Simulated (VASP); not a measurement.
A run of VASP 6.6.1 is set up as follows.

Contents of POSCAR:

```
Ti2C
1.0
    0.0000000000      4.3124976225      4.3124976225
    4.3124976225      0.0000000000      4.3124976225
    4.3124976225      4.3124976225      0.0000000000
Ti C
8 4
Direct
    0.8568108600      0.3810630500      0.3810630500
    0.3810630500      0.3810630500      0.3810630500
    0.3810630500      0.3810630500      0.8568108600
    0.8689369500      0.3931891400      0.8689369500
    0.8689369500      0.8689369500      0.8689369500
    0.3931891400      0.8689369500      0.8689369500
    0.8689369500      0.8689369500      0.3931891400
    0.3810630500      0.8568108600      0.3810630500
    0.6250000000      0.6250000000      0.6250000000
    0.1250000000      0.6250000000      0.6250000000
    0.6250000000      0.6250000000      0.1250000000
    0.6250000000      0.1250000000      0.6250000000
```

The input INCAR.step1:

```
ALGO = Normal
EDIFF = 1E-4
ENCUT = 520
GGA = PE
ISMEAR = 0
LASPH = T
LCHARG = F
LREAL = F
LWAVE = T
NBANDS = 68
NELM = 80
PREC = Accurate
SIGMA = 0.1
```

INCAR.step2

```
ALGO = Normal
EDIFF = 1E-7
ENCUT = 520
ISIF = 2
ISMEAR = 0
ISTART = 1
LASPH = T
LCHARG = F
LMIXTAU = T
LREAL = F
LWAVE = F
METAGGA = R2SCAN
NBANDS = 68
NELM = 80
PREC = Accurate
SIGMA = 0.1
```

Contents of KPOINTS:

```
k-points
0
Gamma
  4 4 4
```

Potentials or basis: VASP PAW PBE potentials, release 64 (Ti_sv, C).

Run with:

```console
$ cat potpaw_PBE.64/Ti_sv/POTCAR potpaw_PBE.64/C/POTCAR > POTCAR
$ cp INCAR.step1 INCAR
$ mpirun -np 1 vasp_std > vasp.out
$ cp INCAR.step2 INCAR
$ mpirun -np 1 vasp_std > vasp.out
```

(1) What does it give for the largest force?

(2) Predict the pressure.

Results:

(1) 0.014 eV/Å.

(2) 0.1 GPa.

Caveat: the PAW data sets were made with another functional, which shifts forces and pressure a little.
